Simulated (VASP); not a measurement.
# CaO (R3m) in VASP: single point with HSE06

Aim: the single point of CaO with HSE06.

All numbers are computed with VASP 6.6.1; they aren't measurements. Logs are shortened: lines on timing, memory, paths and dates and some standing lists are left out, and cuts for length are marked.

**1. The cell of the first run**

The structure is trigonal, space group R3m (No. 160). The conventional cell has a = 3.686 Å, b = 3.686 Å, c = 8.940 Å, α = 90.00°, β = 90.00°, γ = 120.00°. Within 3.0 Å of Ca (site symmetry 3m) lie 4 O at 2.25 Å. Within 3.0 Å of O (site symmetry 3m) lie 4 Ca at 2.25 Å.

**2. Single point, HSE06 (strain along [111] -1.0%)**

File POSCAR:

```
CaO
1.0
   -0.0173782116      2.5893535300      2.5893535300
    2.5893535300     -0.0173782116      2.5893535300
    2.5893535300      2.5893535300     -0.0173782116
Ca O
1 1
Direct
   -0.0006219345     -0.0006219345     -0.0006219345
    0.2506219345      0.2506219345      0.2506219345
```

File INCAR.step1:

```
SYSTEM = CaO
PREC = Accurate
ENCUT = 520
EDIFF = 1E-5
ISMEAR = 0
SIGMA = 0.01
LREAL = .FALSE.
LASPH = .TRUE.
NELM = 60
ALGO = Normal
ISIF = 2
LWAVE = .TRUE.
GGA = PE
NBANDS = 15
```

File INCAR.step2:

```
SYSTEM = CaO
PREC = Accurate
ENCUT = 520
EDIFF = 1E-7
ISMEAR = 0
SIGMA = 0.01
LREAL = .FALSE.
LASPH = .TRUE.
NELM = 60
ALGO = Normal
ISIF = 2
LWAVE = .FALSE.
LCHARG = .TRUE.
GGA = PE
LHFCALC = .TRUE.
HFSCREEN = 0.2079
PRECFOCK = Normal
LELF = .TRUE.
LVHAR = .TRUE.
ISTART = 1
NBANDS = 15
```

File KPOINTS:

```
regular mesh
0
G
  6 6 6
  0 0 0
```

Potentials or basis: VASP PAW PBE potentials, release 64 (Ca_sv, O).

The run is started by

```bash
$ cat potpaw_PBE.64/Ca_sv/POTCAR potpaw_PBE.64/O/POTCAR > POTCAR
$ cp INCAR.step1 INCAR
$ mpirun -np 1 vasp_std > vasp.out
$ cp INCAR.step2 INCAR
$ mpirun -np 1 vasp_std > vasp.out
```

OUTCAR:

```text
SYSTEM = CaO
   PREC = Accurate
   ENCUT = 520
   EDIFF = 1E-7
   ISMEAR = 0
   LREAL = .FALSE.
   LASPH = .TRUE.
   NELM = 60
   ISIF = 2
   GGA = PE
   LHFCALC = .TRUE.
   HFSCREEN = 0.2079
   PRECFOCK = Normal
   ISTART = 1

 ion  position               nearest neighbor table
   1  0.999  0.999  0.999-   2 2.25   2 2.25   2 2.25   2 2.25
   2  0.251  0.251  0.251-   1 2.25   1 2.25   1 2.25   1 2.25

  LATTYP: Found a trigonal (rhomboedric) cell.
 ALAT       =     3.6619401154
 COS(alpha) =     0.4932774813

  Lattice vectors:

 A1 = (  -0.0173782116,   2.5893535300,   2.5893535300)
 A2 = (   2.5893535300,  -0.0173782116,   2.5893535300)
 A3 = (   2.5893535300,   2.5893535300,  -0.0173782116)

Analysis of symmetry for initial positions (statically):
=====================================================================
 Subroutine PRICEL returns:
 Original cell was already a primitive cell.

 Routine SETGRP: Setting up the symmetry group for a
 trigonal (rhombohedral) supercell.

 Subroutine GETGRP returns: Found  6 space group operations
 (whereof  6 operations were pure point group operations)
 out of a pool of 12 trial point group operations.

The static configuration has the point symmetry C_3v.

Analysis of symmetry for dynamics (positions and initial velocities):
=====================================================================
 Subroutine PRICEL returns:
 Original cell was already a primitive cell.

 Routine SETGRP: Setting up the symmetry group for a
 trigonal (rhombohedral) supercell.

 Subroutine GETGRP returns: Found  6 space group operations
 (whereof  6 operations were pure point group operations)
 out of a pool of 12 trial point group operations.

The dynamic configuration has the point symmetry C_3v.

 Subroutine INISYM returns: Found  6 space group operations
 (whereof  6 operations are pure point group operations),
 and found     1 'primitive' translations

----------------------------------------------------------------------------------------

                                     Primitive cell

  volume of cell :      35.0715

  direct lattice vectors                    reciprocal lattice vectors
    -0.017378212  2.589353530  2.589353530    -0.191165240  0.192456897  0.192456897
     2.589353530 -0.017378212  2.589353530     0.192456897 -0.191165240  0.192456897
     2.589353530  2.589353530 -0.017378212     0.192456897  0.192456897 -0.191165240

  length of vectors
     3.661940115  3.661940115  3.661940115     0.332601057  0.332601057  0.332601057

  position of ions in fractional coordinates (direct lattice)
     0.999378065  0.999378065  0.999378065
     0.250621935  0.250621935  0.250621935

  ion indices of the primitive-cell ions
   primitive index   ion index
                 1           1
                 2           2

----------------------------------------------------------------------------------------

 KPOINTS: regular mesh

Automatic generation of k-mesh.
 Grid dimensions read from file:
 generate k-points for:    6    6    6

 Generating k-lattice:

  Cartesian coordinates                     Fractional coordinates (reciprocal lattice)
    -0.031860873  0.032076149  0.032076149     0.166666667  0.000000000  0.000000000
     0.032076149 -0.031860873  0.032076149     0.000000000  0.166666667  0.000000000
     0.032076149  0.032076149 -0.031860873     0.000000000  0.000000000  0.166666667

  Length of vectors
     0.055433509  0.055433509  0.055433509

  Shift w.r.t. Gamma in fractional coordinates (k-lattice)
     0.000000000  0.000000000  0.000000000

 Subroutine IBZKPT returns following result:
 ===========================================

 Found     32 irreducible k-points:

 Following reciprocal coordinates:
            Coordinates               Weight
  0.000000  0.000000  0.000000      1.000000
  0.166667  0.000000  0.000000      6.000000
  0.333333  0.000000  0.000000      6.000000
  0.500000  0.000000  0.000000      3.000000
  0.166667  0.166667  0.000000      6.000000
  0.333333  0.166667  0.000000     12.000000
[... 16 lines left out ...]
  0.500000  0.500000  0.166667      6.000000
 -0.333333  0.500000  0.166667     12.000000
 [... further k-points ...]
   k-points           NKPTS =     32   k-points in BZ     NKDIM =    216   number of bands    NBANDS=     15
   number of dos      NEDOS =    301   number of ions     NIONS =      2
   total plane-waves  NPLWV =  21952
   dimension x,y,z NGX =    28 NGY =   28 NGZ =   28
   dimension x,y,z NGXF=    56 NGYF=   56 NGZF=   56
   ions per type =               1   1
   NGX,Y,Z   is equivalent  to a cutoff of  12.71, 12.71, 12.71 a.u.
   NGXF,Y,Z  is equivalent  to a cutoff of  25.42, 25.42, 25.42 a.u.
 SYSTEM =  CaO
   PREC   = accura    normal or accurate (medium, high low for compatibility)
   ISTART =      1    job   : 0-new  1-cont  2-samecut
   ICHARG =      0    charge: 1-file 2-atom 10-const
   ISPIN  =      1    spin polarized calculation?
   LNONCOLLINEAR =      F non collinear calculations
   LSORBIT =      F    spin-orbit coupling
   LASPH  =      T    aspherical Exc in radial PAW
   ENCUT  =  520.0 eV  38.22 Ry    6.18 a.u.   6.81  6.81  6.81*2*pi/ulx,y,z
   NELM   =     60;   NELMIN=  2; NELMDL=  0     # of ELM steps
   EDIFF  = 0.1E-06   stopping-criterion for ELM
   LREAL  =      F    real-space projection
   EDIFFG = 0.1E-05   stopping-criterion for IOM
   NSW    =      0    number of steps for IOM
   IBRION =     -1    ionic relax: 0-MD 1-quasi-New 2-CG
   NFREE  =      0    steps in history (QN), initial steepest desc. (CG)
   ISIF   =      2    stress and relaxation
   ISYM   =      3    0-nonsym 1-usesym 2-fastsym
   POTIM  = 0.5000    time-step for ionic-motion
   TEBEG  =    0.0;   TEEND  =   0.0 temperature during run
   PSTRESS=    0.0 pullay stress
   NELECT =      16.0000    total number of electrons
   NUPDOWN=      -1.0000    fix difference up-down
   EMIN   =  10.00;   EMAX   =-10.00  energy-range for DOS
   EFERMI =   0.00;   METHOD = LEGACY
   ISMEAR =     0;   SIGMA  =   0.01  broadening in eV -4-tet -1-fermi 0-gaus
   EFERMI_NEDOS =   21; number of points for ismear=-14 and -15
   IALGO  =     38    algorithm
   IMIX   =      1    mixing-type and parameters
     AMIX     =   0.40;   BMIX     =  1.00
     AMIX_MAG =   1.60;   BMIX_MAG =  1.00
  volume/ion in A,a.u.               =      17.54       118.34
  Fermi-wavevector in a.u.,A,eV,Ry     =   1.260269  2.381564 21.609850  1.588279
  Thomas-Fermi vector in A             =   2.393788
   LORBIT       =      0    0 simple, 1 ext, 2 COOP (PROOUT), +10 PAW based schemes
   GGA     = PE    functional components
   LHFCALC =     T    Hartree Fock is set to
   PRECFOCK=normal    Normal, Fast or Accurate (Low or Medium for compatibility)
   ENCUT4O =  -1.0   cutoff for four orbital integrals eV
   NKREDX  =     1    reduce k-point grid by
   NKREDY  =     1    reduce k-point grid by
   NKREDZ  =     1    reduce k-point grid by
   AEXX    =    0.2500 exact exchange contribution
   HFSCREEN=    0.2079 screening length (either q_TF or 0.3 A-1)
   HFSCREENC=   0.2079 screening length for correlation (either q_TF or 0.3 A-1)
   ENCUTFOCK=  -1.0 apply spherical cutoff to Coloumb kernel
   IVDW    =     0    specifies the selected vdW correction
   LEPSILON=     F    determine dielectric tensor
   LRPA    =     F    only Hartree local field effects (RPA)
 non-spin polarized calculation
 Gauss-broadening in eV      SIGMA  =   0.01
  energy-cutoff  :      520.00
  volume of cell :       35.07
 maximum number of plane-waves:       952
  NGX = 24; NGY = 24; NGZ = 24

 number of electron      15.9999998 magnetization

 Free energy of the ion-electron system (eV)
  ---------------------------------------------------
  ext. energy  EPLUGINS =         0.00000000
  ---------------------------------------------------
  free energy    TOTEN  =       -14.44717097 eV

  energy without entropy =      -14.44717097  energy(sigma->0) =      -14.44717097

 E-fermi :  -0.4384     XC(G=0):  -7.5024

 val. band max:       -0.5288556136   @ k =   0.5000   0.5000   0.0000
 cond. band min:       4.2150645984   @ k =   0.0000   0.0000   0.0000
 fundamental gap:      4.7439202120
 Fermi energy:        -0.4384470376

 k-point     1 :       0.0000    0.0000    0.0000
  band No.  band energies     occupation
      1     -40.1646      2.00000
      2     -19.6302      2.00000
      3     -19.6295      2.00000
      4     -19.6295      2.00000
      5     -16.7854      2.00000
      6      -1.1910      2.00000
      7      -1.1910      2.00000
      8      -1.1538      2.00000
      9       4.2151      0.00000
     10       9.6197      0.00000
     11       9.6197      0.00000
     12      11.3416      0.00000
     13      11.3423      0.00000
     14      11.3423      0.00000
     15      17.8157      0.00000

 k-point     2 :       0.1667    0.0000    0.0000
  band No.  band energies     occupation
      1     -40.1523      2.00000
      2     -19.8924      2.00000
      3     -19.6456      2.00000
      4     -19.6445      2.00000
      5     -16.5258      2.00000
      6      -1.4368      2.00000
      7      -1.1118      2.00000
      8      -1.0845      2.00000
      9       5.1366      0.00000
     10       9.2843      0.00000
     11       9.3169      0.00000
     12      10.8985      0.00000
     13      11.6238      0.00000
     14      11.6409      0.00000
     15      15.4368      0.00000

 k-point     3 :       0.3333    0.0000    0.0000
  band No.  band energies     occupation
      1     -40.1276      2.00000
      2     -20.3163      2.00000
      3     -19.6767      2.00000
      4     -19.6743      2.00000
      5     -16.1230      2.00000
      6      -1.6233      2.00000
      7      -0.9669      2.00000
      8      -0.9528      2.00000
      9       6.6817      0.00000
     10       9.1662      0.00000
     11       9.2577      0.00000
     12      10.0418      0.00000
     13      11.4946      0.00000
     14      11.5501      0.00000
     15      13.5663      0.00000

 k-point     4 :       0.5000    0.0000    0.0000
  band No.  band energies     occupation
      1     -40.1151      2.00000
      2     -20.4967      2.00000
      3     -19.6920      2.00000
      4     -19.6891      2.00000
      5     -15.9604      2.00000
      6      -1.6012      2.00000
      7      -0.9020      2.00000
      8      -0.8948      2.00000
      9       7.3481      0.00000
     10       9.3064      0.00000
     11       9.3668      0.00000
     12       9.5196      0.00000
     13      11.1157      0.00000
     14      11.1698      0.00000
     15      13.6561      0.00000
[... 307 lines left out ...]
 k-point    22 :      -0.1667    0.3333    0.1667
  band No.  band energies     occupation
      1     -40.1110      2.00000
      2     -20.4306      2.00000
      3     -19.8147      2.00000
      4     -19.7308      2.00000
      5     -15.8677      2.00000
      6      -1.6503      2.00000
      7      -0.9617      2.00000
      8      -0.7285      2.00000
      9       6.6068      0.00000
     10       7.9159      0.00000
     11       9.9527      0.00000
     12      11.0234      0.00000
     13      11.5242      0.00000
     14      11.9699      0.00000
     15      14.8916      0.00000

 k-point    23 :       0.5000    0.5000    0.1667
  band No.  band energies     occupation
      1     -40.1019      2.00000
      2     -20.5275      2.00000
      3     -19.8191      2.00000
      4     -19.7659      2.00000
      5     -15.7672      2.00000
      6      -1.8510      2.00000
      7      -0.7126      2.00000
      8      -0.6395      2.00000
      9       6.2113      0.00000
     10       7.9454      0.00000
     11      10.2650      0.00000
     12      11.3457      0.00000
     13      11.3504      0.00000
     14      12.5848      0.00000
     15      15.2175      0.00000

 k-point    24 :      -0.3333    0.5000    0.1667
  band No.  band energies     occupation
      1     -40.0981      2.00000
      2     -20.5442      2.00000
      3     -19.8498      2.00000
      4     -19.7921      2.00000
      5     -15.7066      2.00000
      6      -1.6849      2.00000
      7      -0.8890      2.00000
      8      -0.5360      2.00000
      9       6.0452      0.00000
     10       7.7924      0.00000
     11      10.3361      0.00000
     12      11.0268      0.00000
     13      11.7473      0.00000
     14      13.9334      0.00000
     15      15.0433      0.00000

 [... further k-points ...]

------------------------ aborting loop because EDIFF is reached ----------------------------------------

  FORCE on cell =-STRESS in cart. coord.  units (eV):
  Direction    XX          YY          ZZ          XY          YZ          ZX
  --------------------------------------------------------------------------------------
  -------------------------------------------------------------------------------------
  Total        0.3256057      0.3256057      0.3256057      0.0562853      0.0562853      0.0562853
  in kB       14.8747067     14.8747067     14.8747067      2.5712925      2.5712925      2.5712925
  external PRESSURE =      14.8747067 kB  Pullay stress =       0.0000000 kB

 VOLUME and BASIS-vectors are now :
 -----------------------------------------------------------------------------
  energy-cutoff  :      520.00
  volume of cell :       35.07
      direct lattice vectors                 reciprocal lattice vectors
    -0.017378212  2.589353530  2.589353530    -0.191165240  0.192456897  0.192456897
     2.589353530 -0.017378212  2.589353530     0.192456897 -0.191165240  0.192456897
     2.589353530  2.589353530 -0.017378212     0.192456897  0.192456897 -0.191165240

 POSITION                                       TOTAL-FORCE (eV/Angst)
 -----------------------------------------------------------------------------------
      5.15812      5.15812      5.15812         0.000072      0.000072      0.000072
      1.29354      1.29354      1.29354        -0.000072     -0.000072     -0.000072
 -----------------------------------------------------------------------------------
    total drift:                               -0.000010     -0.000008     -0.000006

  FREE ENERGIE OF THE ION-ELECTRON SYSTEM (eV)
  ---------------------------------------------------
  free  energy   TOTEN  =       -14.4471709655 eV

  energy  without entropy=      -14.4471709655  energy(sigma->0) =      -14.44717097
```

It took 1.5 h on 1 thread of Intel Xeon Platinum 8259CL at 2.50GHz (Skylake/Cascade Lake), shared host; peak memory 0.29 GiB.

Results:

* Free energy: -14.4472 eV
* Pressure: 1.5 GPa
* Band gap on the k mesh: 4.74 eV (least direct gap 5.37 eV)

Stress tensor (GPa, compression positive):
```
1.49 0.26 0.26
0.26 1.49 0.26
0.26 0.26 1.49
```

Levels at points of the mesh, in eV from the valence-band top:
| k point | band 4 | band 5 | band 6 | band 7 | band 8 | band 9 | band 10 | band 11 | band 12 | band 13 |
| --- | --- | --- | --- | --- | --- | --- | --- | --- | --- | --- |
| (0.00, 0.00, 0.00) | -19.10 | -16.26 | -0.66 | -0.66 | -0.62 | 4.74 | 10.15 | 10.15 | 11.87 | 11.87 |
| (0.50, 0.00, 0.00) | -19.16 | -15.43 | -1.07 | -0.37 | -0.37 | 7.88 | 9.84 | 9.90 | 10.05 | 11.64 |
| (0.50, 0.50, 0.00) | -19.26 | -15.19 | -1.52 | -0.02 | 0.00 | 6.53 | 8.46 | 11.37 | 11.62 | 11.63 |
| (0.50, 0.50, 0.50) | -19.16 | -15.45 | -1.04 | -0.39 | -0.39 | 7.89 | 9.86 | 9.97 | 9.97 | 11.70 |

Caveat: the cell differs from its parent crystal (strain along [111] -1.0%); the structure was generated, so it needn't be the stable form of CaO; the PAW data sets were made with another functional, which shifts forces and pressure a little. A k mesh can miss the band edges.
